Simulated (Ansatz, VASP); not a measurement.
One calculation of SnGeO2, two programs

```
Sn Ge O
1.0
     3.74830    0.00000    0.00000
     0.00000    3.74830    0.00000
     0.00000    0.00000    4.80733
Sn Ge O
1 1 2
Direct
  0.50000 0.50000 0.24054
  0.00000 0.00000 0.78292
  0.00000 0.50000 0.98827
  0.50000 0.00000 0.98827
```

Alike in both runs: task single point; functional PBE; k mesh 4 × 4 × 4; occupations gaussian, width 0.1 eV; no spin polarisation.

```csv
,VASP,Ansatz
version,VASP 6.6.1,Ansatz 0.2.0
potentials or method,"VASP PAW PBE potentials, release 64 (Sn_d, Ge_d, O), cutoff 520 eV","scalar-relativistic, plane waves, PAW"
valence electrons in the cell,40,40
```

|  | VASP | Ansatz | Ansatz less VASP |
| --- | --- | --- | --- |
| gap on the k mesh at the Fermi level (eV) | 1.17 | 1.17 | +0.004 |
| least direct gap on the mesh (eV) | 2.21 | 2.22 | +0.014 |
| pressure (GPa) | 0.3 | 0.1 | -0.24 |
| traceless stress, the component that is largest in VASP (GPa) | 0.07 | 0.08 | +0.009 |
| rms of the force components (eV/Å) | 0.031 | 0.005 | -0.0258 |

Atom by atom the forces differ by 0.030 eV/Å (rms over components). The functional is the same, so the differences come from potentials, cutoffs and numerics.
